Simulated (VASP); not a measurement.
BN (CsCl type), 2 atoms in the cell. The structure is cubic, space group Pm-3m (No. 221). The conventional cell has a = 2.110 Å, b = 2.110 Å, c = 2.110 Å, α = 90.00°, β = 90.00°, γ = 90.00°. Within 2.4 Å of B (site symmetry m-3m) lie 8 N at 1.83 Å and 6 B at 2.11 Å. Within 2.4 Å of N (site symmetry m-3m) lie 8 B at 1.83 Å and 6 N at 2.11 Å. 

```yaml
Program: VASP 6.6.1
Task: relaxation of cell and atoms
Functional: PBE
Potentials_or_basis: VASP PAW PBE potentials, release 64 (B, N)
Cutoff: 600 eV
k_mesh: 14 × 14 × 14
Occupations: fermi-dirac, width 0.1 eV
Spin: no spin polarisation
Target_pressure: 32 GPa
Dipole_correction: no
Further_INCAR_settings: ALGO = Normal; EDIFF = 1e-06; IBRION = 2; EDIFFG = -0.005; NSW = 60; ISIF = 3
```

Potentials or basis: VASP PAW PBE potentials, release 64 (B, N).

The run is started by

```sh
$ cat potpaw_PBE.64/B/POTCAR potpaw_PBE.64/N/POTCAR > POTCAR
$ mpirun -np 1 vasp_std > vasp.out
```

Hardware: 1 thread of Intel(R) Xeon(R) Platinum 8488C (Sapphire Rapids), with other jobs on the host.

How long does it take, and how much memory?

Run time: 31 s on 1 thread of Intel(R) Xeon(R) Platinum 8488C (Sapphire Rapids), on a shared host, peak memory 0.12 GiB. Counts: scf iterations 73, k points 120, ion steps 19.
